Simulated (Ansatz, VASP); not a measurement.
# Two plane-wave programs on PtS2

File INCAR:

```
ALGO = Normal
EDIFF = 1E-6
ENCUT = 500
GGA = PS
GGA_COMPAT = F
ISIF = 2
ISMEAR = 0
LASPH = T
LCHARG = F
LREAL = F
LWAVE = F
NBANDS = 18
NELM = 120
PREC = Accurate
SIGMA = 0.1
```

KPOINTS

```
k-points
0
Gamma
  6 6 4
```

Contents of POSCAR:

```
PtS2
1.0
    3.5431995404      0.0000000000      0.0000000000
   -1.7715997703      3.0685008127      0.0000000000
    0.0000000000      0.0000000000      5.0388000919
Pt S
1 2
Direct
    0.0000000000      0.0000000000      0.0000000000
    0.3333333333      0.6666666667      0.2500000000
    0.6666666667      0.3333333333      0.7500000000
```

Input for Ansatz:

```yaml
crystal:
  lattice:
    - [3.5431995404, 0.0, 0.0]
    - [-1.7715997703, 3.0685008127, 0.0]
    - [0.0, 0.0, 5.0388000919]
  atoms:
    - { symbol: Pt, position: [0.0, 0.0, 0.0] }
    - { symbol: S, position: [0.3333333333, 0.6666666667, 0.25] }
    - { symbol: S, position: [0.6666666667, 0.3333333333, 0.75] }
basis:
  ecutwfc: 420
kpoints:
  mp_grid: { grid: [6, 6, 4] }
hamiltonian:
  xc: pbesol
scf:
  occupations: { method: gaussian, width: 0.1 }
output:
  forces: true
  stress: true
  eigenvalues: true
```

Alike in both runs: task single point; functional PBEsol; k mesh 6 × 6 × 4; occupations gaussian, width 0.1 eV; no spin polarisation.

|  | VASP | Ansatz |
| --- | --- | --- |
| version | VASP 6.6.1 | Ansatz 0.2.0 |
| potentials or method | VASP PAW PBE potentials, release 64 (Pt, S), cutoff 500 eV | scalar-relativistic, plane waves, PAW |
| valence electrons in the cell | 22 | 30 |

```csv
,VASP,Ansatz,Ansatz less VASP
gap on the k mesh at the Fermi level (eV),0.49,0.49,-0.002
least direct gap on the mesh (eV),1.26,1.25,-0.006
pressure (GPa),-3.0,-2.8,+0.25
"traceless stress, the component that is largest in VASP (GPa)",-1.47,-1.57,-0.102
rms of the force components (eV/Å),0.283,0.271,-0.0119
```

VASP's potentials were made for PBE, not for PBEsol. Atom by atom the forces differ by 0.012 eV/Å (rms over components). VASP's potentials hold 22 valence electrons a cell and Ansatz's 30, so a difference there can come from the potentials and not from the codes.

Spin-orbit coupling is off throughout.
